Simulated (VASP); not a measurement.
# S in VASP: notebook

S is run at these levels: PBE; tasks: single point.

All numbers are computed with VASP 6.6.1; they aren't measurements. Logs are shortened: lines on timing, memory, paths and dates and some standing lists are left out, and cuts for length are marked.

### Step 1. The cell of the first run

The typed cell holds 8 atoms: a = 5.950 Å, b = 5.950 Å, c = 5.950 Å, α = 109.47°, β = 109.47°, γ = 109.47°.

### Step 2. Single point, PBE

The input, INCAR:

```
PREC = Accurate
ENCUT = 520
EDIFF = 1E-6
ISMEAR = 0
SIGMA = 0.1
LREAL = False
LASPH = True
NELM = 60
ALGO = Normal
ISIF = 2
LWAVE = False
LCHARG = False
GGA = PE
NBANDS = 34
```

The input, KPOINTS:

```
regular mesh
0
Gamma
  4 4 4
```

The input, POSCAR:

```
S
1.0
   -3.4350590603      3.4350590603      3.4350590603
    3.4350590603     -3.4350590603      3.4350590603
    3.4350590603      3.4350590603     -3.4350590603
S
8
Direct
    0.2498615743      0.2498615743      0.2498615743
    0.5000000000      0.0000000000      0.2501384257
    0.2501384257      0.5000000000      0.0000000000
    0.0000000000      0.2501384257      0.5000000000
    0.7501384257      0.7501384257      0.7501384257
    0.5000000000      0.0000000000      0.7498615743
    0.7498615743      0.5000000000      0.0000000000
    0.0000000000      0.7498615743      0.5000000000
```

Potentials or basis: VASP PAW PBE potentials, release 64 (S).

Launch:

```sh
cat potpaw_PBE.64/S/POTCAR > POTCAR
mpirun -np 1 vasp_std > vasp.out
```

OUTCAR:

```text
PREC = Accurate
   ENCUT = 520
   EDIFF = 1E-6
   ISMEAR = 0
   LREAL = False
   LASPH = True
   NELM = 60
   ISIF = 2
   GGA = PE

 ion  position               nearest neighbor table
   1  0.250  0.250  0.250-   2 2.43   3 2.43   4 2.43
   2  0.500  0.000  0.250-   1 2.43   4 2.43   3 2.43
   3  0.250  0.500  0.000-   1 2.43   2 2.43   4 2.43
   4  0.000  0.250  0.500-   1 2.43   3 2.43   2 2.43
   5  0.750  0.750  0.750-   6 2.43   7 2.43   8 2.43
   6  0.500  0.000  0.750-   5 2.43   7 2.43   8 2.43
   7  0.750  0.500  0.000-   5 2.43   8 2.43   6 2.43
   8  0.000  0.750  0.500-   5 2.43   6 2.43   7 2.43

  LATTYP: Found a body centered cubic cell.
 ALAT       =     6.8701181206

  Lattice vectors:

 A1 = (  -3.4350590603,   3.4350590603,   3.4350590603)
 A2 = (   3.4350590603,  -3.4350590603,   3.4350590603)
 A3 = (   3.4350590603,   3.4350590603,  -3.4350590603)

Analysis of symmetry for initial positions (statically):
=====================================================================
 Subroutine PRICEL returns:
 Original cell was already a primitive cell.

 Routine SETGRP: Setting up the symmetry group for a
 body centered cubic supercell.

 Subroutine GETGRP returns: Found 24 space group operations
 (whereof  6 operations were pure point group operations)
 out of a pool of 48 trial point group operations.

The static configuration has the point symmetry S_6 .
 The point group associated with its full space group is T_h .

Analysis of symmetry for dynamics (positions and initial velocities):
=====================================================================
 Subroutine PRICEL returns:
 Original cell was already a primitive cell.

 Routine SETGRP: Setting up the symmetry group for a
 body centered cubic supercell.

 Subroutine GETGRP returns: Found 24 space group operations
 (whereof  6 operations were pure point group operations)
 out of a pool of 48 trial point group operations.

The dynamic configuration has the point symmetry S_6 .
 The point group associated with its full space group is T_h .

 Subroutine INISYM returns: Found 24 space group operations
 (whereof  6 operations are pure point group operations),
 and found     1 'primitive' translations

----------------------------------------------------------------------------------------

                                     Primitive cell

  volume of cell :     162.1297

  direct lattice vectors                    reciprocal lattice vectors
    -3.435059060  3.435059060  3.435059060     0.000000000  0.145557905  0.145557905
     3.435059060 -3.435059060  3.435059060     0.145557905  0.000000000  0.145557905
     3.435059060  3.435059060 -3.435059060     0.145557905  0.145557905  0.000000000

  length of vectors
     5.949696819  5.949696819  5.949696819     0.205849963  0.205849963  0.205849963

  position of ions in fractional coordinates (direct lattice)
     0.249861574  0.249861574  0.249861574
     0.500000000  0.000000000  0.250138426
     0.250138426  0.500000000  0.000000000
     0.000000000  0.250138426  0.500000000
     0.750138426  0.750138426  0.750138426
     0.500000000  0.000000000  0.749861574
     0.749861574  0.500000000  0.000000000
     0.000000000  0.749861574  0.500000000

  ion indices of the primitive-cell ions
   primitive index   ion index
                 1           1
                 2           2
                 3           3
                 4           4
                 5           5
                 6           6
                 7           7
                 8           8

----------------------------------------------------------------------------------------

 KPOINTS: regular mesh

Automatic generation of k-mesh.
 Grid dimensions read from file:
 generate k-points for:    4    4    4

 Generating k-lattice:

  Cartesian coordinates                     Fractional coordinates (reciprocal lattice)
     0.000000000  0.036389476  0.036389476     0.250000000  0.000000000  0.000000000
     0.036389476  0.000000000  0.036389476     0.000000000  0.250000000  0.000000000
     0.036389476  0.036389476  0.000000000     0.000000000  0.000000000  0.250000000

  Length of vectors
     0.051462491  0.051462491  0.051462491

  Shift w.r.t. Gamma in fractional coordinates (k-lattice)
     0.000000000  0.000000000  0.000000000

 Subroutine IBZKPT returns following result:
 ===========================================

 Found      8 irreducible k-points:

 Following reciprocal coordinates:
            Coordinates               Weight
  0.000000  0.000000  0.000000      1.000000
  0.250000  0.000000  0.000000     12.000000
  0.500000  0.000000  0.000000      6.000000
  0.250000  0.250000  0.000000     24.000000
  0.250000  0.250000  0.250000      2.000000
 -0.250000  0.250000  0.250000      6.000000
  0.500000  0.500000  0.250000     12.000000
  0.500000  0.500000  0.500000      1.000000
   k-points           NKPTS =      8   k-points in BZ     NKDIM =      8   number of bands    NBANDS=     34
   number of dos      NEDOS =    301   number of ions     NIONS =      8
   total plane-waves  NPLWV = 110592
   dimension x,y,z NGX =    48 NGY =   48 NGZ =   48
   dimension x,y,z NGXF=    96 NGYF=   96 NGZF=   96
   ions per type =               8
   NGX,Y,Z   is equivalent  to a cutoff of  13.41, 13.41, 13.41 a.u.
   NGXF,Y,Z  is equivalent  to a cutoff of  26.82, 26.82, 26.82 a.u.
 SYSTEM =  unknown system
   PREC   = accura    normal or accurate (medium, high low for compatibility)
   ISTART =      0    job   : 0-new  1-cont  2-samecut
   ICHARG =      2    charge: 1-file 2-atom 10-const
   ISPIN  =      1    spin polarized calculation?
   LNONCOLLINEAR =      F non collinear calculations
   LSORBIT =      F    spin-orbit coupling
   LASPH  =      T    aspherical Exc in radial PAW
   ENCUT  =  520.0 eV  38.22 Ry    6.18 a.u.  11.06 11.06 11.06*2*pi/ulx,y,z
   NELM   =     60;   NELMIN=  2; NELMDL= -5     # of ELM steps
   EDIFF  = 0.1E-05   stopping-criterion for ELM
   LREAL  =      F    real-space projection
   EDIFFG = 0.1E-04   stopping-criterion for IOM
   NSW    =      0    number of steps for IOM
   IBRION =     -1    ionic relax: 0-MD 1-quasi-New 2-CG
   NFREE  =      0    steps in history (QN), initial steepest desc. (CG)
   ISIF   =      2    stress and relaxation
   ISYM   =      2    0-nonsym 1-usesym 2-fastsym
   POTIM  = 0.5000    time-step for ionic-motion
   TEBEG  =    0.0;   TEEND  =   0.0 temperature during run
   PSTRESS=    0.0 pullay stress
   NELECT =      48.0000    total number of electrons
   NUPDOWN=      -1.0000    fix difference up-down
   EMIN   =  10.00;   EMAX   =-10.00  energy-range for DOS
   EFERMI =   0.00;   METHOD = LEGACY
   ISMEAR =     0;   SIGMA  =   0.10  broadening in eV -4-tet -1-fermi 0-gaus
   EFERMI_NEDOS =   21; number of points for ismear=-14 and -15
   IALGO  =     38    algorithm
   IMIX   =      4    mixing-type and parameters
     AMIX     =   0.40;   BMIX     =  1.00
     AMIX_MAG =   1.60;   BMIX_MAG =  1.00
  volume/ion in A,a.u.               =      20.27       136.76
  Fermi-wavevector in a.u.,A,eV,Ry     =   1.091108  2.061895 16.197960  1.190516
  Thomas-Fermi vector in A             =   2.227346
   LORBIT       =      0    0 simple, 1 ext, 2 COOP (PROOUT), +10 PAW based schemes
   GGA     = PE    functional components
   LHFCALC =     F    Hartree Fock is set to
   AEXX    =    0.0000 exact exchange contribution
   IVDW    =     0    specifies the selected vdW correction
   LEPSILON=     F    determine dielectric tensor
   LRPA    =     F    only Hartree local field effects (RPA)
 non-spin polarized calculation
 Gauss-broadening in eV      SIGMA  =   0.10
  energy-cutoff  :      520.00
  volume of cell :      162.13
 maximum number of plane-waves:      4412
 NGX is ok and might be reduce to    48
   NGX = 23   NGY = 23   NGZ = 23

 number of electron      47.9999987 magnetization

 Free energy of the ion-electron system (eV)
  ---------------------------------------------------
  ext. energy  EPLUGINS =         0.00000000
  ---------------------------------------------------
  free energy    TOTEN  =       -26.37646683 eV

  energy without entropy =      -26.31653569  energy(sigma->0) =      -26.34650126

 E-fermi :   4.9742     XC(G=0):  -9.7024

 val. band max:        4.9731065670   @ k =   0.5000   0.5000   0.2500
 cond. band min:       5.0344341193   @ k =   0.2500   0.2500   0.0000
 fundamental gap:      0.0613275523
 Fermi energy:         4.9742106248

 k-point     1 :       0.0000    0.0000    0.0000
  band No.  band energies     occupation
      1     -11.0698      2.00000
      2      -9.5206      2.00000
      3      -7.7838      2.00000
      4      -7.7838      2.00000
      5      -7.7838      2.00000
      6      -7.0202      2.00000
[... 26 lines left out ...]
     33      10.6368      0.00000
     34      10.6803      0.00000

 k-point     2 :       0.2500    0.0000    0.0000
  band No.  band energies     occupation
      1     -10.8015      2.00000
      2      -9.5203      2.00000
      3      -8.6410      2.00000
      4      -8.4100      2.00000
      5      -7.6985      2.00000
      6      -7.1683      2.00000
[... 26 lines left out ...]
     33      10.5819      0.00000
     34      10.5964      0.00000

 k-point     3 :       0.5000    0.0000    0.0000
  band No.  band energies     occupation
      1     -10.0687      2.00000
      2     -10.0687      2.00000
      3      -8.9472      2.00000
      4      -8.9472      2.00000
      5      -7.4632      2.00000
      6      -7.4632      2.00000
[... 26 lines left out ...]
     33      10.6078      0.00000
     34      10.6078      0.00000
[... 112 lines left out ...]
 k-point     7 :       0.5000    0.5000    0.2500
  band No.  band energies     occupation
      1      -9.8195      2.00000
      2      -9.8194      2.00000
      3      -9.0375      2.00000
      4      -9.0349      2.00000
      5      -8.1406      2.00000
      6      -8.1401      2.00000
[... 26 lines left out ...]
     33      11.7299      0.00000
     34      11.7305      0.00000

 k-point     8 :       0.5000    0.5000    0.5000
  band No.  band energies     occupation
      1      -9.1203      2.00000
      2      -9.1203      2.00000
      3      -9.1203      2.00000
      4      -9.1169      2.00000
      5      -9.1169      2.00000
      6      -9.1169      2.00000
[... 26 lines left out ...]
     33      12.7249      0.00000
     34      12.7259      0.00000

------------------------ aborting loop because EDIFF is reached ----------------------------------------

  FORCE on cell =-STRESS in cart. coord.  units (eV):
  Direction    XX          YY          ZZ          XY          YZ          ZX
  --------------------------------------------------------------------------------------
  -------------------------------------------------------------------------------------
  Total       -0.0399997     -0.0399997     -0.0399997     -0.0000000      0.0000000     -0.0000000
  in kB       -0.3952795     -0.3952795     -0.3952795     -0.0000000      0.0000000     -0.0000000
  external PRESSURE =      -0.3952795 kB  Pullay stress =       0.0000000 kB

 VOLUME and BASIS-vectors are now :
 -----------------------------------------------------------------------------
  energy-cutoff  :      520.00
  volume of cell :      162.13
      direct lattice vectors                 reciprocal lattice vectors
    -3.435059060  3.435059060  3.435059060     0.000000000  0.145557905  0.145557905
     3.435059060 -3.435059060  3.435059060     0.145557905  0.000000000  0.145557905
     3.435059060  3.435059060 -3.435059060     0.145557905  0.145557905  0.000000000

 POSITION                                       TOTAL-FORCE (eV/Angst)
 -----------------------------------------------------------------------------------
      0.85829      0.85829      0.85829         0.002898      0.002898      0.002898
     -0.85829      2.57677      0.85829        -0.002898     -0.002898      0.002898
      0.85829     -0.85829      2.57677         0.002898     -0.002898     -0.002898
      2.57677      0.85829     -0.85829        -0.002898      0.002898     -0.002898
      2.57677      2.57677      2.57677        -0.002898     -0.002898     -0.002898
      0.85829      4.29335     -0.85829         0.002898      0.002898     -0.002898
     -0.85829      0.85829      4.29335        -0.002898      0.002898      0.002898
      4.29335     -0.85829      0.85829         0.002898     -0.002898      0.002898
 -----------------------------------------------------------------------------------
    total drift:                               -0.000000     -0.000000      0.000000

  FREE ENERGIE OF THE ION-ELECTRON SYSTEM (eV)
  ---------------------------------------------------
  free  energy   TOTEN  =       -26.3764668289 eV

  energy  without entropy=      -26.3165356893  energy(sigma->0) =      -26.34650126
```

Wall time 62 s (1 thread of Intel Xeon Platinum 8375C at 2.90GHz (Ice Lake), shared host); peak memory 0.29 GiB.

Results:

| Quantity | Value |
| --- | --- |
| Free energy | -26.3765 eV |
| Pressure | 0.0 GPa |
| Largest force | 0.005 eV/Å |
| Band gap on the k mesh | zero (band 24 reaches 5.27 eV, above the bottom of band 25 at 4.37 eV) |

Forces on the atoms (eV/Å):
```
S    0.003  0.003  0.003
S   -0.003 -0.003  0.003
S    0.003 -0.003 -0.003
S   -0.003  0.003 -0.003
S   -0.003 -0.003 -0.003
S    0.003  0.003 -0.003
S   -0.003  0.003  0.003
S    0.003 -0.003  0.003
```

### Step 3. Single point, PBE

The input, INCAR:

```
ALGO = Normal ; EDIFF = 1E-7
ENCUT = 520 ; GGA = PE
ISIF = 2 ; ISMEAR = 0
LASPH = T ; LCHARG = F
LREAL = F ; LWAVE = F
NBANDS = 34 ; NELM = 80
PREC = Accurate ; SIGMA = 0.1
```

The input, KPOINTS:

```
k-points
0
Gamma
  8 8 8
```

The input, POSCAR:

```
S
1.0
   -3.4330712749      3.4330712749      3.4330712749
    3.4330712749     -3.4330712749      3.4330712749
    3.4330712749      3.4330712749     -3.4330712749
S
8
Direct
    0.2500000000      0.2500000000      0.2500000000
    0.5000000000      0.0000000000      0.2500000000
    0.2500000000      0.5000000000      0.0000000000
    0.0000000000      0.2500000000      0.5000000000
    0.7500000000      0.7500000000      0.7500000000
    0.5000000000      0.0000000000      0.7500000000
    0.7500000000      0.5000000000      0.0000000000
    0.0000000000      0.7500000000      0.5000000000
```

Potentials or basis: VASP PAW PBE potentials, release 64 (S).

Launch:

```sh
cat potpaw_PBE.64/S/POTCAR > POTCAR
mpirun -np 1 vasp_std > vasp.out
```

OUTCAR:

```text
EDIFF = 1E-7
   ENCUT = 520
   GGA = PE
   ISIF = 2
   ISMEAR = 0
   LASPH = T
   LREAL = F
   NELM = 80
   PREC = Accurate

 ion  position               nearest neighbor table
   1  0.250  0.250  0.250-   2 2.43   3 2.43   4 2.43
   2  0.500  0.000  0.250-   1 2.43   4 2.43   3 2.43
   3  0.250  0.500  0.000-   1 2.43   2 2.43   4 2.43
   4  0.000  0.250  0.500-   1 2.43   3 2.43   2 2.43
   5  0.750  0.750  0.750-   6 2.43   7 2.43   8 2.43
   6  0.500  0.000  0.750-   5 2.43   7 2.43   8 2.43
[... 1104 lines left out ...]
  Total       -0.1510899     -0.1510899     -0.1510899      0.0000000      0.0000000      0.0000000
  in kB       -1.4956760     -1.4956760     -1.4956760      0.0000000      0.0000000      0.0000000
  external PRESSURE =      -1.4956760 kB  Pullay stress =       0.0000000 kB

 VOLUME and BASIS-vectors are now :
 -----------------------------------------------------------------------------
  energy-cutoff  :      520.00
  volume of cell :      161.85
      direct lattice vectors                 reciprocal lattice vectors
    -3.433071275  3.433071275  3.433071275     0.000000000  0.145642184  0.145642184
     3.433071275 -3.433071275  3.433071275     0.145642184  0.000000000  0.145642184
     3.433071275  3.433071275 -3.433071275     0.145642184  0.145642184  0.000000000

 POSITION                                       TOTAL-FORCE (eV/Angst)
 -----------------------------------------------------------------------------------
      0.85827      0.85827      0.85827         0.000000     -0.000000      0.000000
     -0.85827      2.57480      0.85827         0.000000     -0.000000     -0.000000
      0.85827     -0.85827      2.57480         0.000000      0.000000     -0.000000
      2.57480      0.85827     -0.85827         0.000000      0.000000      0.000000
      2.57480      2.57480      2.57480        -0.000000     -0.000000      0.000000
      0.85827      4.29134     -0.85827        -0.000000      0.000000     -0.000000
     -0.85827      0.85827      4.29134        -0.000000     -0.000000      0.000000
      4.29134     -0.85827      0.85827        -0.000000      0.000000     -0.000000
 -----------------------------------------------------------------------------------
    total drift:                               -0.000000     -0.000000      0.000000

  FREE ENERGIE OF THE ION-ELECTRON SYSTEM (eV)
  ---------------------------------------------------
  free  energy   TOTEN  =       -26.4259008152 eV

  energy  without entropy=      -26.3960432410  energy(sigma->0) =      -26.41097203
```

OSZICAR:

```text
N       E                     dE             d eps       ncg     rms          rms(c)
DAV:   1     0.248907458772E+03    0.24891E+03   -0.20990E+04  1972   0.124E+03
DAV:   2    -0.736940882092E+01   -0.25628E+03   -0.24265E+03  2696   0.212E+02
DAV:   3    -0.262006300412E+02   -0.18831E+02   -0.18196E+02  2402   0.605E+01
DAV:   4    -0.265640720476E+02   -0.36344E+00   -0.36109E+00  2238   0.100E+01
DAV:   5    -0.265737001459E+02   -0.96281E-02   -0.96214E-02  2342   0.153E+00    0.267E+01
DAV:   6    -0.264602775344E+02    0.11342E+00   -0.73160E-02  2122   0.118E+00    0.161E+01
DAV:   7    -0.264276431254E+02    0.32634E-01   -0.12616E-01  2046   0.153E+00    0.451E-01
DAV:   8    -0.264258259508E+02    0.18172E-02   -0.14124E-02  2072   0.549E-01    0.195E-01
DAV:   9    -0.264258653448E+02   -0.39394E-04   -0.22435E-04  2418   0.758E-02    0.465E-02
DAV:  10    -0.264258986124E+02   -0.33268E-04   -0.36951E-05  2112   0.302E-02    0.920E-03
DAV:  11    -0.264259004291E+02   -0.18167E-05   -0.41065E-06  2234   0.921E-03    0.235E-03
DAV:  12    -0.264259010087E+02   -0.57962E-06   -0.66581E-07  2076   0.410E-03    0.116E-03
DAV:  13    -0.264259008905E+02    0.11819E-06   -0.20375E-08  1108   0.652E-04    0.635E-04
DAV:  14    -0.264259008152E+02    0.75348E-07   -0.91398E-09  1076   0.442E-04
   1 F= -.26425901E+02 E0= -.26410972E+02  d E =-.298576E-01
```

stdout:

```text
POSCAR found type information on POSCAR S
 POSCAR found :  1 types and       8 ions
 scaLAPACK will be used
 LDA part: xc-table for (Slater+PW92), standard interpolation
 POSCAR, INCAR and KPOINTS ok, starting setup
 FFT: planning ... GRIDC
 FFT: planning ... GRID_SOFT
 FFT: planning ... GRID
 WAVECAR not read
 entering main loop
```

Run time: 3.4 min. Hardware: 1 thread of Intel Xeon Platinum 8375C at 2.90GHz (Ice Lake), shared host; peak memory 0.35 GiB.

Results:

```
Free energy            : -26.4259 eV
Pressure               : -0.1 GPa
Band gap on the k mesh : zero (band 24 reaches 5.29 eV, above the bottom of band 25 at 4.39 eV)
```

Levels at points of the mesh, in eV from the Fermi level:
| k point | band 20 | band 21 | band 22 | band 23 | band 24 | band 25 | band 26 | band 27 | band 28 | band 29 |
| --- | --- | --- | --- | --- | --- | --- | --- | --- | --- | --- |
| (0.00, 0.00, 0.00) | -1.46 | -1.46 | -1.46 | -0.18 | -0.18 | -0.18 | 1.01 | 2.21 | 2.21 | 2.21 |
| (0.50, 0.00, 0.00) | -2.53 | -1.73 | -1.73 | 0.30 | 0.30 | 0.37 | 0.37 | 1.44 | 1.44 | 1.49 |
| (0.50, 0.50, 0.50) | -1.87 | -1.87 | -1.87 | -0.60 | -0.60 | -0.60 | -0.60 | -0.60 | -0.60 | 2.12 |
